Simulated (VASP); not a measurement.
The system is KTaO3.

```
Ta K O
1.0
     3.98830    0.00000    0.00000
     0.00000    3.98830    0.00000
     0.00000    0.00000    3.98830
Ta K O
1 1 3
Direct
  0.00000 0.00000 0.00000
  0.50000 0.50000 0.50000
  0.00000 0.00000 0.50000
  0.00000 0.50000 0.00000
  0.50000 0.00000 0.00000
```

Base run:

| Property | Result |
| --- | --- |
| Program | VASP 6.6.1 |
| Functional | PBEsol |
| Potentials or basis | VASP PAW PBE potentials, release 64 (Ta_pv, K_sv, O) |
| Cutoff | 520 eV |
| k mesh | 7 × 7 × 7 |
| Occupations | fermi-dirac, width 0.05 eV |
| Spin | no spin polarisation |

Its results: band gap on the k mesh 2.14 eV, indirect (least direct gap 2.71 eV); pressure 0.3 GPa.

**Question.** The run is repeated on the same cell with these changes: hubbard terms from none to Ta d U = 2.0 eV. What comes out?

**Answer.** Band gap on the k mesh 2.40 eV, indirect (least direct gap 2.99 eV); pressure 2.2 GPa.

The U term pushes filled and empty states of the shell apart.

Caveats: the PAW data sets were made with another functional, which shifts forces and pressure a little; spin-orbit coupling is left out, which moves the levels of the heavy elements.

A k mesh can miss the band edges.
